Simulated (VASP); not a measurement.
# BiSbSe (P-6m2) in VASP: further runs

The runs below take BiSbSe through single point, with PBE.

All numbers are computed with VASP 6.6.1; they aren't measurements. Logs are shortened: lines on timing, memory, paths and dates and some standing lists are left out, and cuts for length are marked.

## (1) The cell of the first run

Symmetry: P-6m2, No. 187, hexagonal system. The conventional cell has a = 4.718 Å, b = 4.718 Å, c = 4.606 Å, α = 90.00°, β = 90.00°, γ = 120.00°. Within 3.6 Å of Sb (site symmetry -6m2) lie 3 Se at 2.72 Å and 6 Bi at 3.57 Å. Bi (site symmetry -6m2) has 6 Sb at 3.57 Å and 6 Se at 3.57 Å and 2 Bi at 4.61 Å within 4.7 Å. Within 3.6 Å of Se (site symmetry -6m2) lie 3 Sb at 2.72 Å and 6 Bi at 3.57 Å.

## (2) Single point, PBE (volume scaled by 0.94)

Input file INCAR:

```
SYSTEM = BiSbSe
ALGO     = Normal         ! electronic algorithm
EDIFF    = 1E-7           ! SCF threshold, eV
ENCUT    = 520            ! plane-wave cutoff, eV
GGA      = PE             ! functional
ISIF     = 2              ! what is computed and relaxed
ISMEAR   = -1             ! smearing method
LASPH    = .TRUE.         ! aspherical terms in the spheres
LCHARG   = .TRUE.         ! write CHGCAR
LELF     = .TRUE.         ! ELF
LREAL    = .FALSE.        ! projectors in reciprocal space
LVHAR    = .TRUE.       
LWAVE    = .FALSE.        ! write WAVECAR
NBANDS   = 20             ! bands
NELM     = 100            ! most SCF steps
PREC     = Accurate       ! precision mode
SIGMA    = 0.05           ! smearing width, eV
```

Input file KPOINTS:

```
k-points
0
G
  7 7 6
  0 0 0
```

Input file POSCAR:

```
BiSbSe
1.0
    4.7182896446      0.0000000000      0.0000000000
   -2.3591448272      4.0861586928      0.0000000000
    0.0000000000      0.0000000000      4.6064089601
Sb Bi Se
1 1 1
Direct
    0.6666666700      0.3333333300      0.5000000000
    0.0000000000      0.0000000000      0.0000000000
    0.3333333300      0.6666666700      0.5000000000
```

Potentials or basis: VASP PAW PBE potentials, release 64 (Sb, Bi_d, Se).

On the command line:

```console
$ cat potpaw_PBE.64/Sb/POTCAR potpaw_PBE.64/Bi_d/POTCAR potpaw_PBE.64/Se/POTCAR > POTCAR
$ mpirun -np 1 vasp_std > vasp.out
```

OUTCAR:

```text
SYSTEM = BiSbSe
   EDIFF = 1E-7
   ENCUT = 520
   GGA = PE
   ISIF = 2
   ISMEAR = -1
   LASPH = .TRUE.
   LREAL = .FALSE.
   NELM = 100
   PREC = Accurate

 ion  position               nearest neighbor table
   1  0.667  0.333  0.500-   3 2.72   3 2.72   3 2.72   2 3.57   2 3.57   2 3.57   2 3.57   2 3.57
                             2 3.57
   2  0.000  0.000  0.000-   1 3.57   1 3.57   1 3.57   1 3.57   1 3.57   1 3.57
   3  0.333  0.667  0.500-   1 2.72   1 2.72   1 2.72

  LATTYP: Found a hexagonal cell.
 ALAT       =     4.7182896446
 C/A-ratio  =     0.9762878727

  Lattice vectors:

 A1 = (   4.7182896446,   0.0000000000,   0.0000000000)
 A2 = (  -2.3591448272,   4.0861586928,   0.0000000000)
 A3 = (   0.0000000000,   0.0000000000,   4.6064089601)

Analysis of symmetry for initial positions (statically):
=====================================================================
 Subroutine PRICEL returns:
 Original cell was already a primitive cell.

 Routine SETGRP: Setting up the symmetry group for a
 hexagonal supercell.

 Subroutine GETGRP returns: Found 12 space group operations
 (whereof 12 operations were pure point group operations)
 out of a pool of 24 trial point group operations.

The static configuration has the point symmetry D_3h.

Analysis of symmetry for dynamics (positions and initial velocities):
=====================================================================
 Subroutine PRICEL returns:
 Original cell was already a primitive cell.

 Routine SETGRP: Setting up the symmetry group for a
 hexagonal supercell.

 Subroutine GETGRP returns: Found 12 space group operations
 (whereof 12 operations were pure point group operations)
 out of a pool of 24 trial point group operations.

The dynamic configuration has the point symmetry D_3h.

 Subroutine INISYM returns: Found 12 space group operations
 (whereof 12 operations are pure point group operations),
 and found     1 'primitive' translations

----------------------------------------------------------------------------------------

                                     Primitive cell

  volume of cell :      88.8101

  direct lattice vectors                    reciprocal lattice vectors
     4.718289645  0.000000000  0.000000000     0.211941207  0.122364313  0.000000000
    -2.359144827  4.086158693  0.000000000     0.000000000  0.244728625  0.000000000
     0.000000000  0.000000000  4.606408960     0.000000000  0.000000000  0.217088845

  length of vectors
     4.718289645  4.718289645  4.606408960     0.244728625  0.244728625  0.217088845

  position of ions in fractional coordinates (direct lattice)
     0.666666670  0.333333330  0.500000000
     0.000000000  0.000000000  0.000000000
     0.333333330  0.666666670  0.500000000

  ion indices of the primitive-cell ions
   primitive index   ion index
                 1           1
                 2           2
                 3           3

----------------------------------------------------------------------------------------

 KPOINTS: k-points

Automatic generation of k-mesh.
 Grid dimensions read from file:
 generate k-points for:    7    7    6

 Generating k-lattice:

  Cartesian coordinates                     Fractional coordinates (reciprocal lattice)
     0.030277315  0.017480616  0.000000000     0.142857143  0.000000000  0.000000000
     0.000000000  0.034961232  0.000000000     0.000000000  0.142857143  0.000000000
     0.000000000  0.000000000  0.036181474     0.000000000  0.000000000  0.166666667

  Length of vectors
     0.034961232  0.034961232  0.036181474

  Shift w.r.t. Gamma in fractional coordinates (k-lattice)
     0.000000000  0.000000000  0.000000000

 Subroutine IBZKPT returns following result:
 ===========================================

 Found     32 irreducible k-points:

 Following reciprocal coordinates:
            Coordinates               Weight
  0.000000  0.000000  0.000000      1.000000
  0.142857  0.000000  0.000000      6.000000
  0.285714  0.000000  0.000000      6.000000
  0.428571  0.000000  0.000000      6.000000
  0.142857  0.142857  0.000000      6.000000
  0.285714  0.142857  0.000000     12.000000
[... 16 lines left out ...]
  0.428571  0.142857  0.333333     12.000000
  0.285714  0.285714  0.333333     12.000000
 [... further k-points ...]
   k-points           NKPTS =     32   k-points in BZ     NKDIM =     32   number of bands    NBANDS=     20
   number of dos      NEDOS =    301   number of ions     NIONS =      3
   total plane-waves  NPLWV =  46656
   dimension x,y,z NGX =    36 NGY =   36 NGZ =   36
   dimension x,y,z NGXF=    72 NGYF=   72 NGZF=   72
   ions per type =               1   1   1
   NGX,Y,Z   is equivalent  to a cutoff of  12.68, 12.68, 12.99 a.u.
   NGXF,Y,Z  is equivalent  to a cutoff of  25.37, 25.37, 25.98 a.u.
 SYSTEM =  BiSbSe
   PREC   = accura    normal or accurate (medium, high low for compatibility)
   ISTART =      0    job   : 0-new  1-cont  2-samecut
   ICHARG =      2    charge: 1-file 2-atom 10-const
   ISPIN  =      1    spin polarized calculation?
   LNONCOLLINEAR =      F non collinear calculations
   LSORBIT =      F    spin-orbit coupling
   LASPH  =      T    aspherical Exc in radial PAW
   ENCUT  =  520.0 eV  38.22 Ry    6.18 a.u.   8.77  8.77  8.56*2*pi/ulx,y,z
   NELM   =    100;   NELMIN=  2; NELMDL= -5     # of ELM steps
   EDIFF  = 0.1E-06   stopping-criterion for ELM
   LREAL  =      F    real-space projection
   EDIFFG = 0.1E-05   stopping-criterion for IOM
   NSW    =      0    number of steps for IOM
   IBRION =     -1    ionic relax: 0-MD 1-quasi-New 2-CG
   NFREE  =      0    steps in history (QN), initial steepest desc. (CG)
   ISIF   =      2    stress and relaxation
   ISYM   =      2    0-nonsym 1-usesym 2-fastsym
   POTIM  = 0.5000    time-step for ionic-motion
   TEBEG  =    0.0;   TEEND  =   0.0 temperature during run
   PSTRESS=    0.0 pullay stress
   NELECT =      26.0000    total number of electrons
   NUPDOWN=      -1.0000    fix difference up-down
   EMIN   =  10.00;   EMAX   =-10.00  energy-range for DOS
   EFERMI =   0.00;   METHOD = LEGACY
   ISMEAR =    -1;   SIGMA  =   0.05  broadening in eV -4-tet -1-fermi 0-gaus
   EFERMI_NEDOS =   21; number of points for ismear=-14 and -15
   IALGO  =     38    algorithm
   IMIX   =      4    mixing-type and parameters
     AMIX     =   0.40;   BMIX     =  1.00
     AMIX_MAG =   1.60;   BMIX_MAG =  1.00
  volume/ion in A,a.u.               =      29.60       199.77
  Fermi-wavevector in a.u.,A,eV,Ry     =   1.087039  2.054206 16.077379  1.181654
  Thomas-Fermi vector in A             =   2.223189
   LORBIT       =      0    0 simple, 1 ext, 2 COOP (PROOUT), +10 PAW based schemes
   GGA     = PE    functional components
[... 5 lines left out ...]
 non-spin polarized calculation
  energy-cutoff  :      520.00
  volume of cell :       88.81
 maximum number of plane-waves:      2411
 NGX is ok and might be reduce to    36
   NGX = 17   NGY = 17   NGZ = 17

 number of electron      26.0000003 magnetization

 Free energy of the ion-electron system (eV)
  ---------------------------------------------------
  ext. energy  EPLUGINS =         0.00000000
  ---------------------------------------------------
  free energy    TOTEN  =       -10.35076193 eV

  energy without entropy =      -10.33025614  energy(sigma->0) =      -10.34050904

 E-fermi :   6.1478     XC(G=0):  -9.6502

 val. band max:        6.1452375844   @ k =   0.0000   0.0000   0.3333
 cond. band min:       6.1688672898   @ k =   0.2857   0.2857   0.0000
 fundamental gap:      0.0236297055
 Fermi energy:         6.1478332980

 k-point     1 :       0.0000    0.0000    0.0000
  band No.  band energies     occupation
      1     -16.7772      2.00000
      2     -16.7772      2.00000
      3     -16.7691      2.00000
      4     -16.7679      2.00000
      5     -16.7679      2.00000
      6      -8.4694      2.00000
[... 12 lines left out ...]
     19      13.2441      0.00000
     20      13.6194      0.00000

 k-point     2 :       0.1429    0.0000    0.0000
  band No.  band energies     occupation
      1     -16.7773      2.00000
      2     -16.7762      2.00000
      3     -16.7686      2.00000
      4     -16.7684      2.00000
      5     -16.7680      2.00000
      6      -8.3485      2.00000
[... 12 lines left out ...]
     19      13.1353      0.00000
     20      13.1912      0.00000

 k-point     3 :       0.2857    0.0000    0.0000
  band No.  band energies     occupation
      1     -16.7776      2.00000
      2     -16.7739      2.00000
      3     -16.7695      2.00000
      4     -16.7682      2.00000
      5     -16.7674      2.00000
      6      -8.0268      2.00000
[... 12 lines left out ...]
     19      12.5990      0.00000
     20      12.6596      0.00000

 k-point     4 :       0.4286    0.0000    0.0000
  band No.  band energies     occupation
      1     -16.7779      2.00000
      2     -16.7721      2.00000
      3     -16.7704      2.00000
      4     -16.7684      2.00000
      5     -16.7664      2.00000
      6      -7.6834      2.00000
[... 12 lines left out ...]
     19      12.3178      0.00000
     20      12.9462      0.00000

 k-point     5 :       0.1429    0.1429    0.0000
  band No.  band energies     occupation
      1     -16.7772      2.00000
      2     -16.7749      2.00000
      3     -16.7691      2.00000
      4     -16.7683      2.00000
      5     -16.7677      2.00000
      6      -8.1256      2.00000
[... 12 lines left out ...]
     19      13.0303      0.00000
     20      13.3971      0.00000
[... 353 lines left out ...]
      6      -7.9465      2.00000
[... 12 lines left out ...]
     19      12.9597      0.00000
     20      13.7984      0.00000

 k-point    22 :       0.2857    0.1429    0.3333
  band No.  band energies     occupation
      1     -16.7766      2.00000
      2     -16.7730      2.00000
      3     -16.7727      2.00000
      4     -16.7707      2.00000
      5     -16.7611      2.00000
      6      -7.6539      2.00000
[... 12 lines left out ...]
     19      13.7736      0.00000
     20      14.2919      0.00000

 k-point    23 :       0.4286    0.1429    0.3333
  band No.  band energies     occupation
      1     -16.7766      2.00000
      2     -16.7733      2.00000
      3     -16.7722      2.00000
      4     -16.7709      2.00000
      5     -16.7607      2.00000
      6      -7.4968      2.00000
[... 12 lines left out ...]
     19      13.2800      0.00000
     20      14.2261      0.00000

 k-point    24 :       0.2857    0.2857    0.3333
  band No.  band energies     occupation
      1     -16.7751      2.00000
      2     -16.7733      2.00000
      3     -16.7727      2.00000
      4     -16.7717      2.00000
      5     -16.7607      2.00000
      6      -7.4625      2.00000
[... 12 lines left out ...]
     19      13.1252      0.00000
     20      13.9590      0.00000

 [... further k-points ...]
[... 5 lines left out ...]
  --------------------------------------------------------------------------------------
  -------------------------------------------------------------------------------------
  Total        2.6499531      2.6499531     -2.4848155     -0.0000000      0.0000000      0.0000000
  in kB       47.8064453     47.8064453    -44.8272818     -0.0000001      0.0000000      0.0000000
  external PRESSURE =      16.9285363 kB  Pullay stress =       0.0000000 kB

 VOLUME and BASIS-vectors are now :
 -----------------------------------------------------------------------------
  energy-cutoff  :      520.00
  volume of cell :       88.81
      direct lattice vectors                 reciprocal lattice vectors
     4.718289645  0.000000000  0.000000000     0.211941207  0.122364313  0.000000000
    -2.359144827  4.086158693  0.000000000     0.000000000  0.244728625  0.000000000
     0.000000000  0.000000000  4.606408960     0.000000000  0.000000000  0.217088845

 POSITION                                       TOTAL-FORCE (eV/Angst)
 -----------------------------------------------------------------------------------
      2.35914      1.36205      2.30320        -0.000000      0.000000      0.000000
      0.00000      0.00000      0.00000         0.000000     -0.000000      0.000000
     -0.00000      2.72411      2.30320        -0.000000     -0.000000      0.000000
 -----------------------------------------------------------------------------------
    total drift:                                0.000006     -0.000003      0.000000

  FREE ENERGIE OF THE ION-ELECTRON SYSTEM (eV)
  ---------------------------------------------------
  free  energy   TOTEN  =       -10.3507619310 eV

  energy  without entropy=      -10.3302561399  energy(sigma->0) =      -10.34050904
```

It took 39 s on 1 thread of Intel Xeon 6975P-C (Granite Rapids), shared host; peak memory 0.23 GiB.

Results:

- Free energy: -10.3508 eV
- Pressure: 1.7 GPa
- Band gap on the k mesh: zero (band 13 reaches 6.59 eV, above the bottom of band 14 at 5.82 eV)

Stress tensor (GPa, compression positive):
```
 4.78  0.00  0.00
 0.00  4.78  0.00
 0.00  0.00 -4.48
```

Levels at points of the mesh, in eV from the Fermi level:
```tsv
k point	band 11	band 12	band 13	band 14	band 15	band 16
(0.00, 0.00, 0.00)	-4.19	-1.54	-1.54	0.91	2.87	3.19
(0.00, 0.00, 0.50)	-2.92	-0.33	0.22	0.22	0.23	0.23
```

Caveat: spin-orbit coupling is left out, which moves the levels of the heavy elements.

(Part 1 of 2 ends here.)
